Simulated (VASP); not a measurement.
Input of a VASP 6.6.1 run:

The input INCAR:

```
SYSTEM = B3As2N
PREC = Accurate ; ENCUT = 520
EDIFF = 1E-6 ; ISMEAR = -1
SIGMA = 0.02 ; LREAL = .FALSE.
LASPH = .TRUE. ; NELM = 150
ALGO = Normal ; ISIF = 2
LWAVE = .FALSE. ; LCHARG = .FALSE.
MAGMOM = 0 0 0 0 0 0 0 0 0 0 0 0 0 0 0 0 0 0 ; LORBIT = 11
LSORBIT = .TRUE. ; GGA_COMPAT = .FALSE.
LORBMOM = .TRUE. ; GGA = PE
NBANDS = 40
```

KPOINTS

```
Automatic mesh
0
G
  12 12 4
  0 0 0
```

The input POSCAR:

```
B3As2N
1.0
    3.1723317745      0.0000000000      0.0000000000
   -1.5861658872      2.7473199060      0.0000000000
    0.0000000000      0.0000000000      7.6938075173
N As B
1 2 3
Direct
    0.0000000000      0.0000000000     -0.0110000701
    0.3333333333      0.6666666667      0.3204996470
    0.6666666667      0.3333333333      0.6829839771
    0.3333333333      0.6666666667      0.0549325032
    0.6666666667      0.3333333333      0.4168232182
    0.0000000000      0.0000000000      0.7857607246
```

Potentials or basis: VASP PAW PBE potentials, release 64 (N, As, B).

Run with:

```bash
$ cat potpaw_PBE.64/N/POTCAR potpaw_PBE.64/As/POTCAR potpaw_PBE.64/B/POTCAR > POTCAR
$ mpirun -np 1 vasp_ncl > vasp.out
```

Estimate the largest force.

0.199 eV/Å.

What does it give for the net moment?

0.00 μB per cell.

Predict the pressure.

3.3 GPa.

Stress tensor (GPa, compression positive):
```
3.11 0.00 0.00
0.00 3.11 0.00
0.00 0.00 3.62
```

Caveat: the cell stands under pressure.
